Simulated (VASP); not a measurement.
TiO2: single point with PBE

The system is TiO2.

```
CELL_PARAMETERS angstrom
5.07899 0.00000 0.00000
0.00000 5.07899 0.00000
0.00000 0.00000 2.87369
ATOMIC_POSITIONS crystal
Ti 0.00000 0.00000 0.00000
Ti 0.50000 0.50000 0.50000
O 0.30510 0.30510 0.00000
O 0.19490 0.80510 0.50000
O 0.69490 0.69490 0.00000
O 0.80510 0.19490 0.50000
```

This cell differs from its parent crystal: volume 12.355 Å^3 an atom, c/a of the conventional cell 0.5658.

```json
{
 "Program": "VASP 6.6.1",
 "Task": "single point",
 "Functional": "PBE",
 "Potentials or basis": "VASP PAW PBE potentials, release 64 (Ti_sv, O)",
 "Cutoff": "520 eV",
 "k mesh": "8 × 8 × 10",
 "Occupations": "gaussian, width 0.05 eV",
 "Spin": "no spin polarisation",
 "Dipole correction": "no",
 "Further INCAR settings": "ALGO = Normal; EDIFF = 1e-07; NBANDS = 33"
}
```

```json
{
  "Pressure": "-19.4 GPa",
  "Largest force": "1.188 eV/Å",
  "Band gap on the k mesh": "1.62 eV, indirect (least direct gap 1.66 eV)"
}
```

Forces in eV/Å, atoms in the order of the input:
```
Ti   0.000  0.000  0.000
Ti   0.000  0.000  0.000
O    0.840  0.840  0.000
O   -0.840  0.840  0.000
O   -0.840 -0.840  0.000
O    0.840 -0.840  0.000
```

Stress tensor (GPa, compression positive):
```
-26.04   0.00   0.00
  0.00 -26.04   0.00
  0.00   0.00  -6.15
```

Levels at points of the mesh, in eV from the valence-band top:
| k point | band 21 | band 22 | band 23 | band 24 | band 25 | band 26 | band 27 | band 28 |
| --- | --- | --- | --- | --- | --- | --- | --- | --- |
| (0.00, 0.00, 0.00) | -0.25 | -0.25 | -0.08 | -0.07 | 1.63 | 1.73 | 2.64 | 2.64 |
| (0.50, 0.00, 0.00) | -0.58 | -0.58 | -0.47 | -0.47 | 2.15 | 2.15 | 2.87 | 2.87 |
| (0.50, 0.50, 0.00) | -0.80 | -0.80 | -0.43 | -0.43 | 1.62 | 1.62 | 2.65 | 2.65 |
| (0.00, 0.00, 0.50) | -1.20 | -1.20 | -1.16 | -1.16 | 2.62 | 2.62 | 3.12 | 3.12 |
| (0.50, 0.00, 0.50) | -1.56 | -1.56 | -0.54 | -0.54 | 1.94 | 1.94 | 3.33 | 3.33 |
| (0.50, 0.50, 0.50) | -0.64 | -0.64 | -0.60 | -0.60 | 2.45 | 2.45 | 2.84 | 2.84 |

Wall time 4.1 min on 1 thread of Intel(R) Xeon(R) 6975P-C (Granite Rapids), on a shared host, peak memory 0.3 GiB.

Caveat: forces of over 1 eV/Å act on the atoms, so gaps and moduli don't describe the material at rest. A k mesh can miss the band edges.
